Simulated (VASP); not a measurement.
# Al (Fm-3m) in VASP: notebook, part 2 of 2

VASP 6.6.1. The steps go on from the part before.

## (3) Single point, PBEsol (strain -0.025 along x and y, -0.025 along z)

Input file INCAR:

```
SYSTEM = Al
PREC = Accurate
ENCUT = 520
EDIFF = 1E-6
ISMEAR = 0
SIGMA = 0.15
LREAL = .FALSE.
LASPH = .TRUE.
NELM = 100
ALGO = Fast
ISIF = 2
LWAVE = .FALSE.
LCHARG = .FALSE.
GGA = PS
NBANDS = 8
```

Input file KPOINTS:

```
Automatic mesh
0
G
  20 20 20
  0 0 0
```

Input file POSCAR:

```
Al
1.0
    0.0000000000      1.9733805000      1.9733805000
    1.9733805000      0.0000000000      1.9733805000
    1.9733805000      1.9733805000      0.0000000000
Al
1
Direct
    0.0000000000      0.0000000000      0.0000000000
```

Potentials or basis: VASP PAW PBE potentials, release 64 (Al).

The run is started by

```console
$ cat potpaw_PBE.64/Al/POTCAR > POTCAR
$ mpirun -np 1 vasp_std > vasp.out
```

OUTCAR:

```text
SYSTEM = Al
   PREC = Accurate
   ENCUT = 520
   EDIFF = 1E-6
   ISMEAR = 0
   LREAL = .FALSE.
   LASPH = .TRUE.
   NELM = 100
   ISIF = 2
   GGA = PS

 ion  position               nearest neighbor table
   1  0.000  0.000  0.000-

  LATTYP: Found a face centered cubic cell.
 ALAT       =     3.9467610000

  Lattice vectors:

 A1 = (   0.0000000000,   1.9733805000,   1.9733805000)
 A2 = (   1.9733805000,   0.0000000000,   1.9733805000)
 A3 = (   1.9733805000,   1.9733805000,   0.0000000000)

Analysis of symmetry for initial positions (statically):
=====================================================================
 Subroutine PRICEL returns:
 Original cell was already a primitive cell.

 Routine SETGRP: Setting up the symmetry group for a
 face centered cubic supercell.

 Subroutine GETGRP returns: Found 48 space group operations
 (whereof 48 operations were pure point group operations)
 out of a pool of 48 trial point group operations.

The static configuration has the point symmetry O_h .

Analysis of symmetry for dynamics (positions and initial velocities):
=====================================================================
 Subroutine PRICEL returns:
 Original cell was already a primitive cell.

 Routine SETGRP: Setting up the symmetry group for a
 face centered cubic supercell.

 Subroutine GETGRP returns: Found 48 space group operations
 (whereof 48 operations were pure point group operations)
 out of a pool of 48 trial point group operations.

The dynamic configuration has the point symmetry O_h .

 Subroutine INISYM returns: Found 48 space group operations
 (whereof 48 operations are pure point group operations),
 and found     1 'primitive' translations

----------------------------------------------------------------------------------------

                                     Primitive cell

  volume of cell :      15.3696

  direct lattice vectors                    reciprocal lattice vectors
     0.000000000  1.973380500  1.973380500    -0.253372322  0.253372322  0.253372322
     1.973380500  0.000000000  1.973380500     0.253372322 -0.253372322  0.253372322
     1.973380500  1.973380500  0.000000000     0.253372322  0.253372322 -0.253372322

  length of vectors
     2.790781467  2.790781467  2.790781467     0.438853735  0.438853735  0.438853735

  position of ions in fractional coordinates (direct lattice)
     0.000000000  0.000000000  0.000000000

  ion indices of the primitive-cell ions
   primitive index   ion index
                 1           1

----------------------------------------------------------------------------------------

 KPOINTS: Automatic mesh

Automatic generation of k-mesh.
 Grid dimensions read from file:
 generate k-points for:   20   20   20

 Generating k-lattice:

  Cartesian coordinates                     Fractional coordinates (reciprocal lattice)
    -0.012668616  0.012668616  0.012668616     0.050000000  0.000000000  0.000000000
     0.012668616 -0.012668616  0.012668616     0.000000000  0.050000000  0.000000000
     0.012668616  0.012668616 -0.012668616     0.000000000  0.000000000  0.050000000

  Length of vectors
     0.021942687  0.021942687  0.021942687

  Shift w.r.t. Gamma in fractional coordinates (k-lattice)
     0.000000000  0.000000000  0.000000000

 Subroutine IBZKPT returns following result:
 ===========================================

 Found    256 irreducible k-points:

 Following reciprocal coordinates:
            Coordinates               Weight
  0.000000  0.000000  0.000000      1.000000
  0.050000  0.000000  0.000000      8.000000
  0.100000  0.000000  0.000000      8.000000
  0.150000  0.000000  0.000000      8.000000
  0.200000  0.000000  0.000000      8.000000
  0.250000  0.000000  0.000000      8.000000
[... 16 lines left out ...]
 -0.400000  0.050000  0.000000     24.000000
 -0.350000  0.050000  0.000000     24.000000
 [... further k-points ...]
   k-points           NKPTS =    256   k-points in BZ     NKDIM =    256   number of bands    NBANDS=      8
   number of dos      NEDOS =    301   number of ions     NIONS =      1
   total plane-waves  NPLWV =  13824
   dimension x,y,z NGX =    24 NGY =   24 NGZ =   24
   dimension x,y,z NGXF=    48 NGYF=   48 NGZF=   48
   ions per type =               1
   NGX,Y,Z   is equivalent  to a cutoff of  14.30, 14.30, 14.30 a.u.
   NGXF,Y,Z  is equivalent  to a cutoff of  28.59, 28.59, 28.59 a.u.
 SYSTEM =  Al
   PREC   = accura    normal or accurate (medium, high low for compatibility)
   ISTART =      0    job   : 0-new  1-cont  2-samecut
   ICHARG =      2    charge: 1-file 2-atom 10-const
   ISPIN  =      1    spin polarized calculation?
   LNONCOLLINEAR =      F non collinear calculations
   LSORBIT =      F    spin-orbit coupling
   LASPH  =      T    aspherical Exc in radial PAW
   ENCUT  =  520.0 eV  38.22 Ry    6.18 a.u.   5.19  5.19  5.19*2*pi/ulx,y,z
   NELM   =    100;   NELMIN=  2; NELMDL= -5     # of ELM steps
   EDIFF  = 0.1E-05   stopping-criterion for ELM
   LREAL  =      F    real-space projection
[... 7 lines left out ...]
   TEBEG  =    0.0;   TEEND  =   0.0 temperature during run
   PSTRESS=    0.0 pullay stress
   NELECT =       3.0000    total number of electrons
   NUPDOWN=      -1.0000    fix difference up-down
   EMIN   =  10.00;   EMAX   =-10.00  energy-range for DOS
   EFERMI =   0.00;   METHOD = LEGACY
   ISMEAR =     0;   SIGMA  =   0.15  broadening in eV -4-tet -1-fermi 0-gaus
   EFERMI_NEDOS =   21; number of points for ismear=-14 and -15
   IALGO  =     68    algorithm
   IMIX   =      4    mixing-type and parameters
     AMIX     =   0.40;   BMIX     =  1.00
     AMIX_MAG =   1.60;   BMIX_MAG =  1.00
  volume/ion in A,a.u.               =      15.37       103.72
  Fermi-wavevector in a.u.,A,eV,Ry     =   0.949645  1.794568 12.270071  0.901825
  Thomas-Fermi vector in A             =   2.077947
   LORBIT       =      0    0 simple, 1 ext, 2 COOP (PROOUT), +10 PAW based schemes
   GGA     = PS    functional components
   LHFCALC =     F    Hartree Fock is set to
   AEXX    =    0.0000 exact exchange contribution
   IVDW    =     0    specifies the selected vdW correction
   LEPSILON=     F    determine dielectric tensor
   LRPA    =     F    only Hartree local field effects (RPA)
 non-spin polarized calculation
 RMM-DIIS sequential band-by-band and
 Gauss-broadening in eV      SIGMA  =   0.15
  energy-cutoff  :      520.00
  volume of cell :       15.37
 maximum number of plane-waves:       428
 NGX is ok and might be reduce to    24
   NGX = 11   NGY = 11   NGZ = 11

 number of electron       3.0000000 magnetization

 Free energy of the ion-electron system (eV)
  ---------------------------------------------------
  ext. energy  EPLUGINS =         0.00000000
  ---------------------------------------------------
  free energy    TOTEN  =        -4.08248699 eV

  energy without entropy =       -4.07804265  energy(sigma->0) =       -4.08026482

 E-fermi :   8.7499     XC(G=0): -10.5186

 val. band max:        8.7460338651   @ k =  -0.4000   0.4000   0.1000
 cond. band min:       8.7636563335   @ k =  -0.3000   0.2500   0.0000
 fundamental gap:      0.0176224684
 Fermi energy:         8.7499034289

 k-point     1 :       0.0000    0.0000    0.0000
  band No.  band energies     occupation
      1      -2.9205      2.00000
      2      21.7013      0.00000
      3      21.7013      0.00000
      4      21.7013      0.00000
      5      23.7469      0.00000
      6      23.7469      0.00000
      7      23.7469      0.00000
      8      25.7187      0.00000

 k-point     2 :       0.0500    0.0000    0.0000
  band No.  band energies     occupation
      1      -2.8492      2.00000
      2      20.4379      0.00000
      3      21.4895      0.00000
      4      21.4895      0.00000
      5      24.0725      0.00000
      6      24.0725      0.00000
      7      24.1813      0.00000
      8      26.4965      0.00000

 k-point     3 :       0.1000    0.0000    0.0000
  band No.  band energies     occupation
      1      -2.6358      2.00000
      2      18.4015      0.00000
      3      21.0747      0.00000
      4      21.0747      0.00000
      5      24.2325      0.00000
      6      24.8164      0.00000
      7      24.8164      0.00000
      8      27.5020      0.00000
[... 210 lines left out ...]
 k-point    23 :      -0.4000    0.0500    0.0000
  band No.  band energies     occupation
      1       1.9949      2.00000
      2       6.5295      2.00000
      3      18.6041      0.00000
      4      20.4582      0.00000
      5      21.3330      0.00000
      6      21.9369      0.00000
      7      24.5280      0.00000
      8      26.3444      0.00000

 k-point    24 :      -0.3500    0.0500    0.0000
  band No.  band energies     occupation
      1       0.9167      2.00000
      2       8.1413      2.00000
      3      18.4605      0.00000
      4      21.0118      0.00000
      5      21.2883      0.00000
      6      22.5990      0.00000
      7      24.3324      0.00000
      8      27.0288      0.00000

 [... further k-points ...]
[... 5 lines left out ...]
  --------------------------------------------------------------------------------------
  -------------------------------------------------------------------------------------
  Total        0.4557262      0.4557262      0.4557262      0.0000000     -0.0000000      0.0000000
  in kB       47.5063983     47.5063983     47.5063983      0.0000000     -0.0000000      0.0000000
  external PRESSURE =      47.5063983 kB  Pullay stress =       0.0000000 kB

 VOLUME and BASIS-vectors are now :
 -----------------------------------------------------------------------------
  energy-cutoff  :      520.00
  volume of cell :       15.37
      direct lattice vectors                 reciprocal lattice vectors
     0.000000000  1.973380500  1.973380500    -0.253372322  0.253372322  0.253372322
     1.973380500  0.000000000  1.973380500     0.253372322 -0.253372322  0.253372322
     1.973380500  1.973380500  0.000000000     0.253372322  0.253372322 -0.253372322

 POSITION                                       TOTAL-FORCE (eV/Angst)
 -----------------------------------------------------------------------------------
      0.00000      0.00000      0.00000        -0.000000     -0.000000     -0.000000
 -----------------------------------------------------------------------------------
    total drift:                                0.000000     -0.000000     -0.000000

  FREE ENERGIE OF THE ION-ELECTRON SYSTEM (eV)
  ---------------------------------------------------
  free  energy   TOTEN  =        -4.0824869942 eV

  energy  without entropy=       -4.0780426464  energy(sigma->0) =       -4.08026482
```

stdout:

```text
POSCAR found type information on POSCAR Al
 POSCAR found :  1 types and       1 ions
 scaLAPACK will be used
 -----------------------------------------------------------------------------
|                                                                             |
|                                                                             |
|     You enforced a specific xc type in the INCAR file but a different       |
|     I HOPE YOU KNOW WHAT YOU ARE DOING!                                     |
|                                                                             |
 -----------------------------------------------------------------------------

 LDA part: xc-table for (Slater+PW92), standard interpolation
 POSCAR, INCAR and KPOINTS ok, starting setup
 FFT: planning ... GRIDC
 FFT: planning ... GRID_SOFT
 FFT: planning ... GRID
 WAVECAR not read
 entering main loop
```

Wall time 17 s (1 thread of AMD EPYC 9R45 (Zen 5), shared host); peak memory 0.12 GiB.

Results:

| Quantity | Value |
| --- | --- |
| Free energy | -4.0825 eV |
| Pressure | 4.8 GPa |

Caveat: the cell differs from its parent crystal (strain -0.025 along x and y, -0.025 along z); the PAW data sets were made with another functional, which shifts forces and pressure a little.

## (4) Single point, PBEsol (strain +0.025 along x and y, +0.025 along z)

Input file INCAR:

```
SYSTEM = Al
PREC = Accurate
ENCUT = 520
EDIFF = 1E-6
ISMEAR = 0
SIGMA = 0.15
LREAL = .False.
LASPH = .True.
NELM = 60
ALGO = Normal
ISIF = 2
LWAVE = .False.
LCHARG = .False.
GGA = PS
NBANDS = 8
```

Input file KPOINTS:

```
Automatic mesh
0
Gamma
  20 20 20
  0 0 0
```

Input file POSCAR:

```
Al
1.0
    0.0000000000      2.0745795000      2.0745795000
    2.0745795000      0.0000000000      2.0745795000
    2.0745795000      2.0745795000      0.0000000000
Al
1
Direct
    0.0000000000      0.0000000000      0.0000000000
```

The run is started by

```console
$ cat potpaw_PBE.64/Al/POTCAR > POTCAR
$ mpirun -np 1 vasp_std > vasp.out
```

Wall time 14 s (1 thread of AMD EPYC 9R45 (Zen 5), shared host); peak memory 0.12 GiB.

The run converged. Its results:

```
Free energy : -4.0577 eV
Pressure    : -6.4 GPa
```

Levels at points of the mesh, in eV from the Fermi level:
| k point | band 1 | band 2 | band 3 | band 4 | band 5 | band 6 |
| --- | --- | --- | --- | --- | --- | --- |
| (0.00, 0.00, 0.00) | -10.62 | 12.14 | 12.14 | 12.14 | 13.06 | 13.06 |
| (0.50, 0.00, 0.00) | -4.31 | -4.30 | 10.56 | 10.56 | 11.05 | 11.05 |
| (0.50, 0.50, 0.00) | -2.76 | -1.63 | 5.21 | 5.21 | 5.21 | 8.33 |

Caveat: the cell differs from its parent crystal (strain +0.025 along x and y, +0.025 along z); the PAW data sets were made with another functional, which shifts forces and pressure a little.

## (5) Overview

| cell | gap on the mesh (eV) | pressure (GPa) |
| --- | --- | --- |
| a = 2.719 Å, angles 60.0°, 1 atom | none | 14.3 |
| a = 2.791 Å, angles 60.0°, 1 atom | none | 4.8 |
| a = 2.934 Å, angles 60.0°, 1 atom | none | -6.4 |

Alike in all rows: task single point; level PBEsol; potentials or basis VASP PAW PBE potentials, release 64 (Al); no spin polarisation; k mesh 20 × 20 × 20; cutoff (eV) 520; smearing gaussian 0.15 eV.

Caveats: the PAW data sets were made with another functional, which shifts forces and pressure a little.

Total energies depend on the potentials used, so only differences within one code and one set of settings carry meaning.
